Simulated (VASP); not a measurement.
# GaN (F-43m) in VASP: a series of runs

Runs on GaN. Level: PBE+D4. Tasks: single point.

All numbers are computed with VASP 6.6.1; they aren't measurements. Logs are shortened: lines on timing, memory, paths and dates and some standing lists are left out, and cuts for length are marked.

**1. The cell of the first run**

Symmetry: F-43m, No. 216, cubic system. Conventional cell: a = 4.507 Å, b = 4.507 Å, c = 4.507 Å, α = 90.00°, β = 90.00°, γ = 90.00°. Within 2.6 Å of Ga (site symmetry -43m) lie 4 N at 1.95 Å. Within 2.6 Å of N (site symmetry -43m) lie 4 Ga at 1.95 Å.

**2. Single point, PBE+D4**

The input, INCAR:

```
SYSTEM = GaN
PREC = Accurate ; ENCUT = 520
EDIFF = 1E-7 ; ISMEAR = 0
SIGMA = 0.01 ; LREAL = .FALSE.
LASPH = .TRUE. ; NELM = 60
ALGO = Normal ; ISIF = 2
LWAVE = .FALSE. ; LCHARG = .TRUE.
GGA = PE ; IVDW = 13
LELF = .TRUE. ; LVHAR = .TRUE.
NBANDS = 16
```

The input, KPOINTS:

```
Automatic mesh
0
G
  4 4 4
  0 0 0
```

The input, POSCAR:

```
GaN
1.0
    0.0000000000      2.2535006100      2.2535006100
    2.2535006100      0.0000000000      2.2535006100
    2.2535006100      2.2535006100      0.0000000000
Ga N
1 1
Direct
    0.0000000000      0.0000000000      0.0000000000
    0.7499999989      0.7499999989      0.7499999989
```

Potentials or basis: VASP PAW PBE potentials, release 64 (Ga_d, N).

Launch:

```console
> cat potpaw_PBE.64/Ga_d/POTCAR potpaw_PBE.64/N/POTCAR > POTCAR
> mpirun -np 1 vasp_std > vasp.out
```

OUTCAR:

```text
SYSTEM = GaN
   PREC = Accurate
   ENCUT = 520
   EDIFF = 1E-7
   ISMEAR = 0
   LREAL = .FALSE.
   LASPH = .TRUE.
   NELM = 60
   ISIF = 2
   GGA = PE
   IVDW = 13

 ion  position               nearest neighbor table
   1  0.000  0.000  0.000-   2 1.95   2 1.95   2 1.95   2 1.95
   2  0.750  0.750  0.750-   1 1.95   1 1.95   1 1.95   1 1.95

  LATTYP: Found a face centered cubic cell.
 ALAT       =     4.5070012200

  Lattice vectors:

 A1 = (   0.0000000000,   2.2535006100,   2.2535006100)
 A2 = (   2.2535006100,   0.0000000000,   2.2535006100)
 A3 = (   2.2535006100,   2.2535006100,   0.0000000000)

Analysis of symmetry for initial positions (statically):
=====================================================================
 Subroutine PRICEL returns:
 Original cell was already a primitive cell.

 Routine SETGRP: Setting up the symmetry group for a
 face centered cubic supercell.

 Subroutine GETGRP returns: Found 24 space group operations
 (whereof 24 operations were pure point group operations)
 out of a pool of 48 trial point group operations.

The static configuration has the point symmetry T_d .

Analysis of symmetry for dynamics (positions and initial velocities):
=====================================================================
 Subroutine PRICEL returns:
 Original cell was already a primitive cell.

 Routine SETGRP: Setting up the symmetry group for a
 face centered cubic supercell.

 Subroutine GETGRP returns: Found 24 space group operations
 (whereof 24 operations were pure point group operations)
 out of a pool of 48 trial point group operations.

The dynamic configuration has the point symmetry T_d .

 Subroutine INISYM returns: Found 24 space group operations
 (whereof 24 operations are pure point group operations),
 and found     1 'primitive' translations

----------------------------------------------------------------------------------------

                                     Primitive cell

  volume of cell :      22.8877

  direct lattice vectors                    reciprocal lattice vectors
     0.000000000  2.253500610  2.253500610    -0.221877020  0.221877020  0.221877020
     2.253500610  0.000000000  2.253500610     0.221877020 -0.221877020  0.221877020
     2.253500610  2.253500610  0.000000000     0.221877020  0.221877020 -0.221877020

  length of vectors
     3.186931125  3.186931125  3.186931125     0.384302272  0.384302272  0.384302272

  position of ions in fractional coordinates (direct lattice)
     0.000000000  0.000000000  0.000000000
     0.749999999  0.749999999  0.749999999

  ion indices of the primitive-cell ions
   primitive index   ion index
[... 59 lines left out ...]
   EDIFFG = 0.1E-05   stopping-criterion for IOM
   NSW    =      0    number of steps for IOM
   IBRION =     -1    ionic relax: 0-MD 1-quasi-New 2-CG
   NFREE  =      0    steps in history (QN), initial steepest desc. (CG)
   ISIF   =      2    stress and relaxation
   ISYM   =      2    0-nonsym 1-usesym 2-fastsym
   POTIM  = 0.5000    time-step for ionic-motion
   TEBEG  =    0.0;   TEEND  =   0.0 temperature during run
   PSTRESS=    0.0 pullay stress
   NELECT =      18.0000    total number of electrons
   NUPDOWN=      -1.0000    fix difference up-down
   EMIN   =  10.00;   EMAX   =-10.00  energy-range for DOS
   EFERMI =   0.00;   METHOD = LEGACY
   ISMEAR =     0;   SIGMA  =   0.01  broadening in eV -4-tet -1-fermi 0-gaus
   EFERMI_NEDOS =   21; number of points for ismear=-14 and -15
   IALGO  =     38    algorithm
   IMIX   =      4    mixing-type and parameters
     AMIX     =   0.40;   BMIX     =  1.00
     AMIX_MAG =   1.60;   BMIX_MAG =  1.00
  volume/ion in A,a.u.               =      11.44        77.23
  Fermi-wavevector in a.u.,A,eV,Ry     =   1.511117  2.855596 31.068543  2.283473
  Thomas-Fermi vector in A             =   2.621216
   LORBIT       =      0    0 simple, 1 ext, 2 COOP (PROOUT), +10 PAW based schemes
   GGA     = PE    functional components
   LHFCALC =     F    Hartree Fock is set to
   AEXX    =    0.0000 exact exchange contribution
   IVDW    =    13    specifies the selected vdW correction
   LEPSILON=     F    determine dielectric tensor
   LRPA    =     F    only Hartree local field effects (RPA)
 non-spin polarized calculation
 Gauss-broadening in eV      SIGMA  =   0.01
  energy-cutoff  :      520.00
  volume of cell :       22.89
 maximum number of plane-waves:       636
   NGX = 11   NGY = 11   NGZ = 11

 number of electron      18.0000004 magnetization

 Free energy of the ion-electron system (eV)
  ---------------------------------------------------
  ext. energy  EPLUGINS =         0.00000000
  ---------------------------------------------------
  free energy    TOTEN  =       -12.07966698 eV

  energy without entropy =      -12.07966698  energy(sigma->0) =      -12.07966698

 E-fermi :   5.4097     XC(G=0): -11.6560

 val. band max:        5.3289818388   @ k =   0.0000   0.0000   0.0000
 cond. band min:       7.0335430844   @ k =   0.0000   0.0000   0.0000
 fundamental gap:      1.7045612455
 Fermi energy:         5.4096861358

 k-point     1 :       0.0000    0.0000    0.0000
  band No.  band energies     occupation
      1     -10.6176      2.00000
      2      -8.1604      2.00000
      3      -8.1604      2.00000
      4      -8.1604      2.00000
      5      -7.8426      2.00000
      6      -7.8426      2.00000
[... 129 lines left out ...]
      3      -7.9875      2.00000
      4      -7.8336      2.00000
      5      -7.8318      2.00000
      6      -5.8634      2.00000
[... 8 lines left out ...]
     15      24.6545      0.00000
     16      28.9536      0.00000

------------------------ aborting loop because EDIFF is reached ----------------------------------------

  DFT-D4 for vdW energy calculation

  Edisp (eV):   -0.80099

  FORCE on cell =-STRESS in cart. coord.  units (eV):
  Direction    XX          YY          ZZ          XY          YZ          ZX
  --------------------------------------------------------------------------------------
  -------------------------------------------------------------------------------------
  Total      -0.09656    -0.09656    -0.09656     0.00000     0.00000     0.00000
  in kB      -6.75927    -6.75927    -6.75927     0.00000     0.00000     0.00000
  external pressure =       -6.76 kB  Pullay stress =        0.00 kB

 VOLUME and BASIS-vectors are now :
 -----------------------------------------------------------------------------
  energy-cutoff  :      520.00
  volume of cell :       22.89
      direct lattice vectors                 reciprocal lattice vectors
     0.000000000  2.253500610  2.253500610    -0.221877020  0.221877020  0.221877020
     2.253500610  0.000000000  2.253500610     0.221877020 -0.221877020  0.221877020
     2.253500610  2.253500610  0.000000000     0.221877020  0.221877020 -0.221877020

 POSITION                                       TOTAL-FORCE (eV/Angst)
 -----------------------------------------------------------------------------------
      0.00000      0.00000      0.00000        -0.000000     -0.000000     -0.000000
      3.38025      3.38025      3.38025         0.000000      0.000000      0.000000
 -----------------------------------------------------------------------------------
    total drift:                                0.000001      0.000001      0.000001

  FREE ENERGIE OF THE ION-ELECTRON SYSTEM (eV)
  ---------------------------------------------------
  free  energy   TOTEN  =       -12.8806604106 eV

  energy  without entropy=      -12.8806604106  energy(sigma->0) =      -12.88066041
```

stdout:

```text
POSCAR found type information on POSCAR GaN
 POSCAR found :  2 types and       2 ions
 scaLAPACK will be used
 LDA part: xc-table for (Slater+PW92), standard interpolation
 POSCAR, INCAR and KPOINTS ok, starting setup
 FFT: planning ... GRIDC
 FFT: planning ... GRID_SOFT
 FFT: planning ... GRID
 WAVECAR not read
 entering main loop
```

It took 3.1 s on 1 thread of Intel Xeon 6975P-C (Granite Rapids), shared host; peak memory 0.13 GiB.

What came out:

```yaml
Free_energy: -12.8807 eV
Pressure: -0.7 GPa
Band_gap_on_the_k_mesh: 1.70 eV, direct
Dispersion_energy_per_atom: -0.400 eV
```

Levels at points of the mesh, in eV from the valence-band top:
```
           k point  band 5  band 6  band 7  band 8  band 9  band 10  band 11  band 12  band 13  band 14
(0.00, 0.00, 0.00)  -13.17  -13.17    0.00    0.00    0.00     1.70    10.26    10.26    10.26    17.57
(0.50, 0.00, 0.00)  -13.12  -11.91   -7.06   -0.97   -0.97     4.61     8.72    10.32    10.32    15.60
(0.50, 0.50, 0.00)  -13.09  -11.48   -6.15   -2.71   -2.71     3.31     6.63    11.70    13.94    13.94
```

Caveat: the k points lie up to 0.60 Å⁻¹ apart. Expect the measured gap to be larger: semilocal functionals such as PBE lack the derivative discontinuity.

**3. Single point, PBE+D4**

The input, INCAR:

```
ALGO = Normal
EDIFF = 1E-6
ENCUT = 520
GGA = PE
ISIF = 2
ISMEAR = 0
IVDW = 13
LASPH = T
LCHARG = F
LREAL = F
LWAVE = F
NBANDS = 16
NELM = 60
PREC = Accurate
SIGMA = 0.01
```

The input, KPOINTS:

```
k-points
0
Gamma
  9 9 9
```

POSCAR is that of step 2.

Potentials or basis: VASP PAW PBE potentials, release 64 (Ga_d, N).

Launch:

```console
> cat potpaw_PBE.64/Ga_d/POTCAR potpaw_PBE.64/N/POTCAR > POTCAR
> mpirun -np 1 vasp_std > vasp.out
```

Wall time 5.1 s (1 thread of Intel Xeon 6975P-C (Granite Rapids), shared host); peak memory 0.14 GiB.

Results (log left out):

| Item | Value |
| --- | --- |
| Free energy | -12.9441 eV |
| Pressure | -0.6 GPa |
| Band gap on the k mesh | 1.72 eV, direct |
| Dispersion energy per atom | -0.400 eV |

Levels at points of the mesh, in eV from the valence-band top:
| k point | band 5 | band 6 | band 7 | band 8 | band 9 | band 10 | band 11 | band 12 | band 13 | band 14 |
| --- | --- | --- | --- | --- | --- | --- | --- | --- | --- | --- |
| (0.00, 0.00, 0.00) | -13.12 | -13.12 | 0.00 | 0.00 | 0.00 | 1.72 | 10.30 | 10.30 | 10.30 | 17.60 |

**4. Single point, PBE+D4**

The input, INCAR:

```
SYSTEM = GaN
PREC     = Accurate       ! precision mode
ENCUT    = 520            ! plane-wave cutoff, eV
EDIFF    = 1E-6           ! SCF threshold, eV
ISMEAR   = 0              ! smearing method
SIGMA    = 0.01           ! smearing width, eV
LREAL    = .False.        ! projectors in reciprocal space
LASPH    = .True.         ! aspherical terms in the spheres
NELM     = 80             ! most SCF steps
ALGO     = Normal         ! electronic algorithm
ISIF     = 2              ! what is computed and relaxed
LWAVE    = .False.        ! write WAVECAR
LCHARG   = .False.        ! write CHGCAR
GGA      = PE             ! functional
IVDW     = 13             ! dispersion correction
NBANDS   = 16             ! bands
```

The input, KPOINTS:

```
regular mesh
0
Gamma
  9 9 9
  0 0 0
```

POSCAR is that of step 3.

Launch:

```console
> cat potpaw_PBE.64/Ga_d/POTCAR potpaw_PBE.64/N/POTCAR > POTCAR
> mpirun -np 1 vasp_std > vasp.out
```

Run time: 5.2 s. Hardware: 1 thread of Intel Xeon 6975P-C (Granite Rapids), shared host; peak memory 0.13 GiB.

Results (log left out):

```
Free energy                : -12.9441 eV
Pressure                   : -0.6 GPa
Band gap on the k mesh     : 1.72 eV, direct
Dispersion energy per atom : -0.400 eV
```

Levels at points of the mesh, in eV from the valence-band top:
```
           k point  band 7  band 8  band 9  band 10  band 11  band 12
(0.00, 0.00, 0.00)    0.00    0.00    0.00     1.72    10.30    10.30
```

A hybrid or GW would open this gap; PBE tends to underestimate it.
